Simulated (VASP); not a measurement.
# CaS (Fm-3m) in VASP: further runs

Aim: see how the results for CaS move with the level of theory and the settings. Levels: PBE, PBEsol. Tasks: single point.

All numbers are computed with VASP 6.6.1; they aren't measurements. Logs are shortened: lines on timing, memory, paths and dates and some standing lists are left out, and cuts for length are marked.

**1. The cell of the first run**

It takes space group Fm-3m (No. 225, cubic). The conventional cell has a = 5.705 Å, b = 5.705 Å, c = 5.705 Å, α = 90.00°, β = 90.00°, γ = 90.00°. Ca (site symmetry m-3m) has 6 S at 2.85 Å within 3.8 Å. S (site symmetry m-3m) has 6 Ca at 2.85 Å within 3.8 Å.

**2. Single point, PBE, non-collinear spin, zero start, spin-orbit coupling**

INCAR reads:

```
SYSTEM = CaS
PREC     = Accurate       ! precision mode
ENCUT    = 500            ! plane-wave cutoff, eV
EDIFF    = 1E-6           ! SCF threshold, eV
ISMEAR   = 0              ! smearing method
SIGMA    = 0.1            ! smearing width, eV
LREAL    = .FALSE.        ! projectors in reciprocal space
LASPH    = .TRUE.         ! aspherical terms in the spheres
NELM     = 200            ! most SCF steps
ALGO     = Normal         ! electronic algorithm
ISIF     = 2              ! what is computed and relaxed
LWAVE    = .FALSE.        ! write WAVECAR
LCHARG   = .TRUE.         ! write CHGCAR
MAGMOM   = 0 0 0 0 0 0    ! initial moments
LORBIT   = 11             ! projections on sites
LSORBIT  = .TRUE.         ! spin-orbit coupling
GGA_COMPAT= .FALSE.      
LORBMOM  = .TRUE.       
GGA      = PE             ! functional
LVHAR    = .TRUE.       
NBANDS   = 28             ! bands
ISYM     = -1
```

KPOINTS reads:

```
regular mesh
0
G
  2 2 1
  0 0 0
```

POSCAR reads:

```
CaS
1.0
    0.0000000000      2.8523742917      2.8523742917
    2.8523742917      0.0000000000      2.8523742917
    2.8523742917      2.8523742917      0.0000000000
Ca S
1 1
Direct
    0.0000000000      0.0000000000      0.0000000000
    0.5000000000      0.5000000000      0.5000000000
```

Potentials or basis: VASP PAW PBE potentials, release 64 (Ca_sv, S).

Started as:

```
> cat potpaw_PBE.64/Ca_sv/POTCAR potpaw_PBE.64/S/POTCAR > POTCAR
> mpirun -np 1 vasp_ncl > vasp.out
```

OUTCAR:

```text
SYSTEM = CaS
   PREC = Accurate
   ENCUT = 500
   EDIFF = 1E-6
   ISMEAR = 0
   LREAL = .FALSE.
   LASPH = .TRUE.
   NELM = 200
   ISIF = 2
   LORBIT = 11
   LSORBIT = .TRUE.
   GGA = PE
   ISYM = -1

 ion  position               nearest neighbor table
   1  0.000  0.000  0.000-   2 2.85   2 2.85   2 2.85   2 2.85   2 2.85   2 2.85
   2  0.500  0.500  0.500-   1 2.85   1 2.85   1 2.85   1 2.85   1 2.85   1 2.85

IMPORTANT INFORMATION: All symmetrisations will be switched off!
NOSYMM: (Re-)initialisation of all symmetry stuff for point group C_1.

----------------------------------------------------------------------------------------

                                     Primitive cell

  volume of cell :      46.4141

  direct lattice vectors                    reciprocal lattice vectors
     0.000000000  2.852374292  2.852374292    -0.175292563  0.175292563  0.175292563
     2.852374292  0.000000000  2.852374292     0.175292563 -0.175292563  0.175292563
     2.852374292  2.852374292  0.000000000     0.175292563  0.175292563 -0.175292563

  length of vectors
     4.033866408  4.033866408  4.033866408     0.303615625  0.303615625  0.303615625

  position of ions in fractional coordinates (direct lattice)
     0.000000000  0.000000000  0.000000000
     0.500000000  0.500000000  0.500000000

  ion indices of the primitive-cell ions
   primitive index   ion index
                 1           1
                 2           2

----------------------------------------------------------------------------------------

 KPOINTS: regular mesh

Automatic generation of k-mesh.
 Grid dimensions read from file:
 generate k-points for:    2    2    1

 Generating k-lattice:

  Cartesian coordinates                     Fractional coordinates (reciprocal lattice)
    -0.087646281  0.087646281  0.087646281     0.500000000  0.000000000  0.000000000
     0.087646281 -0.087646281  0.087646281     0.000000000  0.500000000  0.000000000
     0.175292563  0.175292563 -0.175292563     0.000000000  0.000000000  1.000000000

  Length of vectors
     0.151807813  0.151807813  0.303615625

  Shift w.r.t. Gamma in fractional coordinates (k-lattice)
     0.000000000  0.000000000  0.000000000

 -----------------------------------------------------------------------------
|                                                                             |
|           W    W    AA    RRRRR   N    N  II  N    N   GGGG   !!!           |
|           W    W   A  A   R    R  NN   N  II  NN   N  G    G  !!!           |
|           W    W  A    A  R    R  N N  N  II  N N  N  G       !!!           |
|           W WW W  AAAAAA  RRRRR   N  N N  II  N  N N  G  GGG   !            |
|           WW  WW  A    A  R   R   N   NN  II  N   NN  G    G                |
|           W    W  A    A  R    R  N    N  II  N    N   GGGG   !!!           |
|                                                                             |
|     Your reciprocal lattice and k-lattice belong to different lattice       |
|     classes:                                                                |
|                                                                             |
|        The reciprocal lattice is body-centered cubic,                       |
|        whereas your k-lattice is base centered orthorhombic.                |
|                                                                             |
|     Results are often still useful ...                                      |
|                                                                             |
 -----------------------------------------------------------------------------

 Subroutine IBZKPT returns following result:
 ===========================================

 Found      4 irreducible k-points:

 Following reciprocal coordinates:
            Coordinates               Weight
  0.000000  0.000000  0.000000      1.000000
  0.500000  0.000000  0.000000      1.000000
  0.000000  0.500000  0.000000      1.000000
  0.500000  0.500000  0.000000      1.000000
   k-points           NKPTS =      4   k-points in BZ     NKDIM =      4   number of bands    NBANDS=     28
   number of dos      NEDOS =    301   number of ions     NIONS =      2
   total plane-waves  NPLWV =  27000
   dimension x,y,z NGX =    30 NGY =   30 NGZ =   30
   dimension x,y,z NGXF=    60 NGYF=   60 NGZF=   60
   ions per type =               1   1
   NGX,Y,Z   is equivalent  to a cutoff of  12.36, 12.36, 12.36 a.u.
   NGXF,Y,Z  is equivalent  to a cutoff of  24.73, 24.73, 24.73 a.u.
 SYSTEM =  CaS
   PREC   = accura    normal or accurate (medium, high low for compatibility)
   ISTART =      0    job   : 0-new  1-cont  2-samecut
   ICHARG =      2    charge: 1-file 2-atom 10-const
   ISPIN  =      1    spin polarized calculation?
   LNONCOLLINEAR =      T non collinear calculations
   LSORBIT =      T    spin-orbit coupling
   LASPH  =      T    aspherical Exc in radial PAW
   ENCUT  =  500.0 eV  36.75 Ry    6.06 a.u.   7.35  7.35  7.35*2*pi/ulx,y,z
   NELM   =    200;   NELMIN=  2; NELMDL= -5     # of ELM steps
   EDIFF  = 0.1E-05   stopping-criterion for ELM
[... 25 lines left out ...]
   LHFCALC =     F    Hartree Fock is set to
   AEXX    =    0.0000 exact exchange contribution
   IVDW    =     0    specifies the selected vdW correction
   LEPSILON=     F    determine dielectric tensor
   LRPA    =     F    only Hartree local field effects (RPA)
 Gauss-broadening in eV      SIGMA  =   0.10
  energy-cutoff  :      500.00
  volume of cell :       46.41
 maximum number of plane-waves:      2486
 NGX is ok and might be reduce to    30
   NGX = 15   NGY = 15   NGZ = 15

 number of electron      16.0000000 magnetization       0.0000000      0.0000000      0.0000000

 number of electron      16.0000004 magnetization      -0.0000008      0.0000005      0.0000001

 number of electron      16.0000004 magnetization       0.0000015     -0.0000010     -0.0000002

 Free energy of the ion-electron system (eV)
  ---------------------------------------------------
  ext. energy  EPLUGINS =         0.00000000
  ---------------------------------------------------
  free energy    TOTEN  =        -8.91162367 eV

  energy without entropy =       -8.91162367  energy(sigma->0) =       -8.91162367

 E-fermi :   3.6507     XC(G=0):  -9.1384

 val. band max:        3.1578220038   @ k =   0.0000   0.0000   0.0000
 cond. band min:       5.2050858448   @ k =   0.5000   0.5000   0.0000
 fundamental gap:      2.0472638410
 Fermi energy:         3.6506936081

 k-point     1 :       0.0000    0.0000    0.0000
  band No.  band energies     occupation
      1     -36.6576      1.00000
      2     -36.6575      1.00000
      3     -17.8873      1.00000
      4     -17.8873      1.00000
      5     -17.5292      1.00000
      6     -17.5292      1.00000
[... 113 lines left out ...]
     27       9.4219      0.00000
     28       9.4219      0.00000

------------------------ aborting loop because EDIFF is reached ----------------------------------------

  FORCE on cell =-STRESS in cart. coord.  units (eV):
  Direction    XX          YY          ZZ          XY          YZ          ZX
  --------------------------------------------------------------------------------------
  -------------------------------------------------------------------------------------
  Total        2.2951046      2.2951033      0.9108713      2.4552565      0.0000012      0.0000021
  in kB       79.2252333     79.2251874     31.4425704     84.7535537      0.0000409      0.0000723
  external PRESSURE =      63.2976637 kB  Pullay stress =       0.0000000 kB

 VOLUME and BASIS-vectors are now :
 -----------------------------------------------------------------------------
  energy-cutoff  :      500.00
  volume of cell :       46.41
      direct lattice vectors                 reciprocal lattice vectors
     0.000000000  2.852374292  2.852374292    -0.175292563  0.175292563  0.175292563
     2.852374292  0.000000000  2.852374292     0.175292563 -0.175292563  0.175292563
     2.852374292  2.852374292  0.000000000     0.175292563  0.175292563 -0.175292563

 POSITION                                       TOTAL-FORCE (eV/Angst)
 -----------------------------------------------------------------------------------
      0.00000      0.00000      0.00000         0.000006     -0.000005     -0.000005
      2.85237      2.85237      2.85237        -0.000006      0.000005      0.000005
 -----------------------------------------------------------------------------------
    total drift:                                0.000006     -0.000007     -0.000007

  FREE ENERGIE OF THE ION-ELECTRON SYSTEM (eV)
  ---------------------------------------------------
  free  energy   TOTEN  =        -8.9116236685 eV

  energy  without entropy=       -8.9116236685  energy(sigma->0) =       -8.91162367

 orbital moment (x)

 # of ion     p       d       tot
 ----------------------------------------
  1        -0.000  -0.000  -0.000
  2         0.000   0.000   0.000
 ----------------------------------------
            0.000  -0.000   0.000

 orbital moment (y)

 # of ion     p       d       tot
 ----------------------------------------
  1        -0.000   0.000  -0.000
  2         0.000   0.000   0.000
 ----------------------------------------
            0.000   0.000   0.000

 orbital moment (z)

 # of ion     p       d       tot
 ----------------------------------------
  1        -0.000  -0.000  -0.000
  2         0.000   0.000   0.000
 ----------------------------------------
            0.000  -0.000   0.000

 Spin-Orbit-Coupling matrix elements

 Ion:    1  E_soc:     -0.0057391
 l=   1
     0.0000000    -0.0009600    -0.0009402
    -0.0009600     0.0000000    -0.0009600
    -0.0009402    -0.0009600     0.0000000
 l=   2
     0.0000000     0.0000001     0.0000000     0.0000001    -0.0000032
     0.0000001     0.0000000    -0.0000024     0.0000001    -0.0000008
     0.0000000    -0.0000024     0.0000000    -0.0000024     0.0000000
     0.0000001     0.0000001    -0.0000024     0.0000000    -0.0000008
    -0.0000032    -0.0000008     0.0000000    -0.0000008     0.0000000
 l=   3
     0.0000000     0.0000000     0.0000000     0.0000000     0.0000000     0.0000000     0.0000000
     0.0000000     0.0000000     0.0000000     0.0000000     0.0000000     0.0000000     0.0000000
     0.0000000     0.0000000     0.0000000     0.0000000     0.0000000     0.0000000     0.0000000
     0.0000000     0.0000000     0.0000000     0.0000000     0.0000000     0.0000000     0.0000000
     0.0000000     0.0000000     0.0000000     0.0000000     0.0000000     0.0000000     0.0000000
     0.0000000     0.0000000     0.0000000     0.0000000     0.0000000     0.0000000     0.0000000
     0.0000000     0.0000000     0.0000000     0.0000000     0.0000000     0.0000000     0.0000000

 Ion:    2  E_soc:     -0.0015593
 l=   1
     0.0000000    -0.0002683    -0.0002430
    -0.0002683     0.0000000    -0.0002683
    -0.0002430    -0.0002683     0.0000000
 l=   2
     0.0000000     0.0000000     0.0000000     0.0000000     0.0000000
     0.0000000     0.0000000     0.0000000     0.0000000     0.0000000
     0.0000000     0.0000000     0.0000000     0.0000000     0.0000000
     0.0000000     0.0000000     0.0000000     0.0000000     0.0000000
     0.0000000     0.0000000     0.0000000     0.0000000     0.0000000
 l=   3
     0.0000000     0.0000000     0.0000000     0.0000000     0.0000000     0.0000000     0.0000000
     0.0000000     0.0000000     0.0000000     0.0000000     0.0000000     0.0000000     0.0000000
     0.0000000     0.0000000     0.0000000     0.0000000     0.0000000     0.0000000     0.0000000
     0.0000000     0.0000000     0.0000000     0.0000000     0.0000000     0.0000000     0.0000000
     0.0000000     0.0000000     0.0000000     0.0000000     0.0000000     0.0000000     0.0000000
     0.0000000     0.0000000     0.0000000     0.0000000     0.0000000     0.0000000     0.0000000
     0.0000000     0.0000000     0.0000000     0.0000000     0.0000000     0.0000000     0.0000000

 total charge

# of ion       s       p       d       tot
------------------------------------------
    1        2.026   5.849   0.242   8.117
    2        1.271   2.597   0.000   3.868
--------------------------------------------------
tot          3.296   8.446   0.242  11.985

 magnetization (x)

# of ion       s       p       d       tot
------------------------------------------
    1       -0.000  -0.000   0.000   0.000
    2        0.000  -0.000   0.000   0.000
--------------------------------------------------
tot          0.000  -0.000   0.000   0.000

 magnetization (y)

# of ion       s       p       d       tot
------------------------------------------
    1       -0.000   0.000  -0.000  -0.000
    2       -0.000  -0.000   0.000  -0.000
--------------------------------------------------
tot         -0.000  -0.000  -0.000  -0.000

 magnetization (z)

# of ion       s       p       d       tot
------------------------------------------
    1       -0.000  -0.000   0.000  -0.000
    2        0.000   0.000   0.000   0.000
--------------------------------------------------
tot          0.000   0.000   0.000   0.000
```

It took 57 s on 1 thread of Intel Xeon 8259CL, shared host; peak memory 0.26 GiB.

What came out:

```
Free energy                                           : -8.9116 eV
Pressure                                              : 6.3 GPa
Net moment                                            : 0.00 μB per cell
Valence electrons inside the program's atomic spheres : Ca 8.12; S 3.87
```

Moments on the atoms (μB; x, y, z):
```
Ca  0.00 0.00 0.00
S   0.00 0.00 0.00
```

Caveat: the k points lie up to 1.56 Å⁻¹ apart, too coarse for converged energies, forces and pressures.

(Part 1 of 2 ends here.)
